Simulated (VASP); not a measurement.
# TiTe3 (P6_3/mcm) in VASP: a series of runs

Runs on TiTe3. Level: r2SCAN. Tasks: single point.

Program: VASP 6.6.1. These are calculated values, not measurements. Logs are shortened: lines on timing, memory, paths and dates and some standing lists are left out, and cuts for length are marked.

## Step 1: The cell of the first run

It takes space group P6_3/mcm (No. 193, hexagonal). Conventional cell: a = 6.567 Å, b = 6.567 Å, c = 5.987 Å, α = 90.00°, β = 90.00°, γ = 120.00°. Within 3.4 Å of Te (site symmetry m2m) lie 2 Ti at 2.56 Å. Within 3.4 Å of Ti (site symmetry -3m) lie 6 Te at 2.56 Å and 2 Ti at 2.99 Å.

## Step 2: Single point, r2SCAN

The input, POSCAR:

```
TiTe3
1.0
    6.5673630000      0.0000000000      0.0000000000
   -3.2836810000      5.6875060000      0.0000000000
    0.0000000000      0.0000000000      5.9867320000
Te Ti
6 2
Direct
    0.3170500000      0.0000000000      0.2500000000
    0.3170500000      0.3170500000      0.7500000000
    0.0000000000      0.3170500000      0.2500000000
    0.6829500000      0.0000000000      0.7500000000
    0.6829500000      0.6829500000      0.2500000000
    0.0000000000      0.6829500000      0.7500000000
    0.0000000000      0.0000000000      0.0000000000
    0.0000000000      0.0000000000      0.5000000000
```

The input, INCAR.step1:

```
  ALGO = Normal
  EDIFF = 1E-4
  ENCUT = 520
  GGA = PE
  ISMEAR = -1
  LASPH = True
  LCHARG = False
  LREAL = False
  LWAVE = True
  NBANDS = 40
  NELM = 80
  PREC = Accurate
  SIGMA = 0.1
```

The input, INCAR.step2:

```
  ALGO = Normal
  EDIFF = 1E-6
  ENCUT = 520
  ISIF = 2
  ISMEAR = -1
  ISTART = 1
  LASPH = True
  LCHARG = False
  LMIXTAU = True
  LREAL = False
  LWAVE = False
  METAGGA = R2SCAN
  NBANDS = 40
  NELM = 80
  PREC = Accurate
  SIGMA = 0.1
```

The input, KPOINTS:

```
k-points
0
Gamma
  3 3 3
```

Potentials or basis: VASP PAW PBE potentials, release 64 (Te, Ti_sv).

Run with:

```
$ cat potpaw_PBE.64/Te/POTCAR potpaw_PBE.64/Ti_sv/POTCAR > POTCAR
$ cp INCAR.step1 INCAR
$ mpirun -np 1 vasp_std > vasp.out
$ cp INCAR.step2 INCAR
$ mpirun -np 1 vasp_std > vasp.out
```

OUTCAR:

```text
EDIFF = 1E-6
   ENCUT = 520
   ISIF = 2
   ISMEAR = -1
   ISTART = 1
   LASPH = True
   LREAL = False
   METAGGA = R2SCAN
   NELM = 80
   PREC = Accurate

 ion  position               nearest neighbor table
   1  0.317  0.000  0.250-   7 2.56   8 2.56   3 3.61   5 3.61   2 3.65   2 3.65   6 3.65   6 3.65

   2  0.317  0.317  0.750-   7 2.56   8 2.56   4 3.61   6 3.61   3 3.65   3 3.65   1 3.65   1 3.65

   3  0.000  0.317  0.250-   7 2.56   8 2.56   1 3.61   5 3.61   2 3.65   2 3.65   4 3.65   4 3.65

   4  0.683  0.000  0.750-   7 2.56   8 2.56   6 3.61   2 3.61   5 3.65   5 3.65   3 3.65   3 3.65

   5  0.683  0.683  0.250-   7 2.56   8 2.56   1 3.61   3 3.61   6 3.65   6 3.65   4 3.65   4 3.65

   6  0.000  0.683  0.750-   7 2.56   8 2.56   4 3.61   2 3.61   5 3.65   5 3.65   1 3.65   1 3.65

   7  0.000  0.000  0.000-   1 2.56   4 2.56   3 2.56   6 2.56   5 2.56   2 2.56
   8  0.000  0.000  0.500-   1 2.56   4 2.56   3 2.56   6 2.56   5 2.56   2 2.56

  LATTYP: Found a hexagonal cell.
 ALAT       =     6.5673630000
 C/A-ratio  =     0.9115884108

  Lattice vectors:

 A1 = (   6.5673630000,   0.0000000000,   0.0000000000)
 A2 = (  -3.2836810000,   5.6875060000,   0.0000000000)
 A3 = (   0.0000000000,   0.0000000000,   5.9867320000)

Analysis of symmetry for initial positions (statically):
=====================================================================
 Subroutine PRICEL returns:
 Original cell was already a primitive cell.

 Routine SETGRP: Setting up the symmetry group for a
 hexagonal supercell.

 Subroutine GETGRP returns: Found 24 space group operations
 (whereof 12 operations were pure point group operations)
 out of a pool of 24 trial point group operations.

The static configuration has the point symmetry D_3d.
 The point group associated with its full space group is D_6h.

Analysis of symmetry for dynamics (positions and initial velocities):
=====================================================================
 Subroutine PRICEL returns:
 Original cell was already a primitive cell.

 Routine SETGRP: Setting up the symmetry group for a
 hexagonal supercell.

 Subroutine GETGRP returns: Found 24 space group operations
 (whereof 12 operations were pure point group operations)
 out of a pool of 24 trial point group operations.

The dynamic configuration has the point symmetry D_3d.
 The point group associated with its full space group is D_6h.

 Subroutine INISYM returns: Found 24 space group operations
 (whereof 12 operations are pure point group operations),
[... 94 lines left out ...]
   NFREE  =      0    steps in history (QN), initial steepest desc. (CG)
   ISIF   =      2    stress and relaxation
   ISYM   =      2    0-nonsym 1-usesym 2-fastsym
   POTIM  = 0.5000    time-step for ionic-motion
   TEBEG  =    0.0;   TEEND  =   0.0 temperature during run
   PSTRESS=    0.0 pullay stress
   NELECT =      60.0000    total number of electrons
   NUPDOWN=      -1.0000    fix difference up-down
   EMIN   =  10.00;   EMAX   =-10.00  energy-range for DOS
   EFERMI =   0.00;   METHOD = LEGACY
   ISMEAR =    -1;   SIGMA  =   0.10  broadening in eV -4-tet -1-fermi 0-gaus
   EFERMI_NEDOS =   21; number of points for ismear=-14 and -15
   IALGO  =     38    algorithm
   IMIX   =      4    mixing-type and parameters
     AMIX     =   0.40;   BMIX     =  1.00
     AMIX_MAG =   1.60;   BMIX_MAG =  1.00
  volume/ion in A,a.u.               =      27.95       188.63
  Fermi-wavevector in a.u.,A,eV,Ry     =   1.055904  1.995369 15.169582  1.114933
  Thomas-Fermi vector in A             =   2.191120
   LORBIT       =      0    0 simple, 1 ext, 2 COOP (PROOUT), +10 PAW based schemes
   METAGGA = R2SCAN    functional components
   LHFCALC =     F    Hartree Fock is set to
   AEXX    =    0.0000 exact exchange contribution
   IVDW    =     0    specifies the selected vdW correction
   LEPSILON=     F    determine dielectric tensor
   LRPA    =     F    only Hartree local field effects (RPA)
 non-spin polarized calculation
  energy-cutoff  :      520.00
  volume of cell :      223.62
 maximum number of plane-waves:      6035
 NGX is ok and might be reduce to    50
   NGX = 25   NGY = 25   NGZ = 23

 number of electron      59.9999999 magnetization

 Free energy of the ion-electron system (eV)
  ---------------------------------------------------
  ext. energy  EPLUGINS =         0.00000000
  ---------------------------------------------------
  free energy    TOTEN  =      -180.72524216 eV

  energy without entropy =     -180.56018274  energy(sigma->0) =     -180.64271245

 E-fermi :   6.3242     XC(G=0): -10.1089

 val. band max:        6.1887796304   @ k =   0.3333   0.3333   0.0000
 cond. band min:       6.3374938624   @ k =   0.3333   0.3333   0.3333
 fundamental gap:      0.1487142320
 Fermi energy:         6.3242406357

 k-point     1 :       0.0000    0.0000    0.0000
  band No.  band energies     occupation
      1     -52.6769      2.00000
      2     -52.6412      2.00000
      3     -28.1503      2.00000
      4     -28.0157      2.00000
      5     -28.0156      2.00000
      6     -27.9603      2.00000
[... 247 lines left out ...]
     39       9.7508      0.00000
     40       9.7508      0.00000

------------------------ aborting loop because EDIFF is reached ----------------------------------------

  FORCE on cell =-STRESS in cart. coord.  units (eV):
  Direction    XX          YY          ZZ          XY          YZ          ZX
  --------------------------------------------------------------------------------------
  -------------------------------------------------------------------------------------
  Total       15.7655990     15.7656146     12.2883628      0.0000014      0.0000000      0.0000000
  in kB      112.9583532    112.9584646     88.0444327      0.0000099      0.0000000      0.0000000
  external PRESSURE =     104.6537502 kB  Pullay stress =       0.0000000 kB

 VOLUME and BASIS-vectors are now :
 -----------------------------------------------------------------------------
  energy-cutoff  :      520.00
  volume of cell :      223.62
      direct lattice vectors                 reciprocal lattice vectors
     6.567363000  0.000000000  0.000000000     0.152268117  0.087911982  0.000000000
    -3.283681000  5.687506000  0.000000000     0.000000000  0.175823990  0.000000000
     0.000000000  0.000000000  5.986732000     0.000000000  0.000000000  0.167036039

 POSITION                                       TOTAL-FORCE (eV/Angst)
 -----------------------------------------------------------------------------------
      2.08218      0.00000      1.49668         2.473504     -0.000000      0.000000
      1.04109      1.80322      4.49005         1.236752      2.142118     -0.000000
     -1.04109      1.80322      1.49668        -1.236752      2.142118     -0.000000
      4.48518      0.00000      4.49005        -2.473504     -0.000000      0.000000
      2.24259      3.88428      1.49668        -1.236752     -2.142118      0.000000
     -2.24259      3.88428      4.49005         1.236752     -2.142118     -0.000000
      0.00000      0.00000      0.00000         0.000000     -0.000000      0.000000
      0.00000      0.00000      2.99337         0.000000     -0.000000      0.000000
 -----------------------------------------------------------------------------------
    total drift:                               -0.000000     -0.000000      0.000000

  FREE ENERGIE OF THE ION-ELECTRON SYSTEM (eV)
  ---------------------------------------------------
  free  energy   TOTEN  =      -180.7252421559 eV

  energy  without entropy=     -180.5601827424  energy(sigma->0) =     -180.64271245
```

OUTCAR.step1:

```text
EDIFF = 1E-4
   ENCUT = 520
   GGA = PE
   ISMEAR = -1
   LASPH = True
   LREAL = False
[... 489 lines left out ...]
     -2.24259      3.88428      4.49005         1.260373     -2.183032     -0.000000
      0.00000      0.00000      0.00000         0.000000     -0.000000     -0.000000
      0.00000      0.00000      2.99337         0.000000     -0.000000     -0.000000
 -----------------------------------------------------------------------------------
    total drift:                               -0.000000      0.000000      0.000000

  FREE ENERGIE OF THE ION-ELECTRON SYSTEM (eV)
  ---------------------------------------------------
  free  energy   TOTEN  =       -36.2543975651 eV

  energy  without entropy=      -36.0857144616  energy(sigma->0) =      -36.17005601
```

It took 4.9 min on 1 thread of AMD EPYC 7R13, shared host; peak memory 0.36 GiB.

What came out:

```yaml
Free_energy: -180.7252 eV
Pressure: 10.5 GPa
Largest_force: 2.474 eV/Å
Band_gap_on_the_k_mesh: zero (bands 30 and 31 overlap by 0.29 eV)
```

Forces on the atoms (eV/Å):
```
Te   2.474  0.000  0.000
Te   1.237  2.142  0.000
Te  -1.237  2.142  0.000
Te  -2.474  0.000  0.000
Te  -1.237 -2.142  0.000
Te   1.237 -2.142  0.000
Ti   0.000  0.000  0.000
Ti   0.000  0.000  0.000
```

Stress tensor (GPa, compression positive):
```
11.30  0.00  0.00
 0.00 11.30  0.00
 0.00  0.00  8.80
```

Caveat: the k points lie up to 0.37 Å⁻¹ apart; the PAW data sets were made with another functional, which shifts forces and pressure a little; spin-orbit coupling is left out, which moves the levels of the heavy elements.

## Step 3: Single point, r2SCAN, collinear spin

POSCAR is that of step 2.

The input, INCAR.step1:

```
PREC = Accurate
ENCUT = 520
ISMEAR = -1
SIGMA = 0.1
LREAL = False
LASPH = True
NELM = 150
ISPIN = 2
MAGMOM = 0.2 0.2 0.2 0.2 0.2 0.2 0.2 0.2
LMAXMIX = 4
NBANDS = 44
GGA = PE
ALGO = Normal
EDIFF = 1E-4
LWAVE = True
LCHARG = False
```

The input, INCAR.step2:

```
PREC = Accurate
ENCUT = 520
EDIFF = 1E-6
ISMEAR = -1
SIGMA = 0.1
LREAL = False
LASPH = True
NELM = 150
ALGO = Normal
ISIF = 2
LWAVE = False
LCHARG = False
ISPIN = 2
MAGMOM = 0.2 0.2 0.2 0.2 0.2 0.2 0.2 0.2
LORBIT = 11
LMAXMIX = 4
METAGGA = R2SCAN
LMIXTAU = True
NBANDS = 44
ISTART = 1
```

The input, KPOINTS:

```
Automatic mesh
0
Gamma
  3 3 3
```

Potentials or basis: VASP PAW PBE potentials, release 64 (Te, Ti_sv).

Run with:

```
$ cat potpaw_PBE.64/Te/POTCAR potpaw_PBE.64/Ti_sv/POTCAR > POTCAR
$ cp INCAR.step1 INCAR
$ mpirun -np 1 vasp_std > vasp.out
$ cp INCAR.step2 INCAR
$ mpirun -np 1 vasp_std > vasp.out
```

It took 10 min on 1 thread of AMD EPYC 7R13, shared host; peak memory 0.48 GiB.

It converged, with:

| Quantity | Value |
| --- | --- |
| Free energy | -180.7252 eV |
| Pressure | 10.5 GPa |
| Largest force | 2.473 eV/Å |
| Band gap on the k mesh | zero (filled and empty bands overlap) |
| Net moment | 0.00 μB per cell |
| Valence electrons inside the program's atomic spheres | Te 3.46; Ti 10.51 |

Forces in eV/Å, atoms in the order of the input:
```
Te   2.473  0.000  0.000
Te   1.237  2.142  0.000
Te  -1.237  2.142  0.000
Te  -2.473  0.000  0.000
Te  -1.237 -2.142  0.000
Te   1.237 -2.142  0.000
Ti   0.000  0.000  0.000
Ti   0.000  0.000  0.000
```

Stress tensor (GPa, compression positive):
```
11.29  0.00  0.00
 0.00 11.29  0.00
 0.00  0.00  8.80
```

Levels at points of the mesh, in eV from the Fermi level:
Spin up:
| k point | band 28 | band 29 | band 30 | band 31 | band 32 | band 33 |
| --- | --- | --- | --- | --- | --- | --- |
| (0.00, 0.00, 0.00) | -1.37 | -0.83 | -0.14 | 1.26 | 1.26 | 1.62 |
Spin down:
| k point | band 27 | band 28 | band 29 | band 30 | band 31 | band 32 | band 33 | band 34 |
| --- | --- | --- | --- | --- | --- | --- | --- | --- |
| (0.00, 0.00, 0.00) | -1.37 | -1.37 | -0.83 | -0.14 | 1.26 | 1.26 | 1.62 | 1.62 |

Caveat: the k points lie up to 0.37 Å⁻¹ apart; the PAW data sets were made with another functional, which shifts forces and pressure a little; spin-orbit coupling is left out, which moves the levels of the heavy elements.
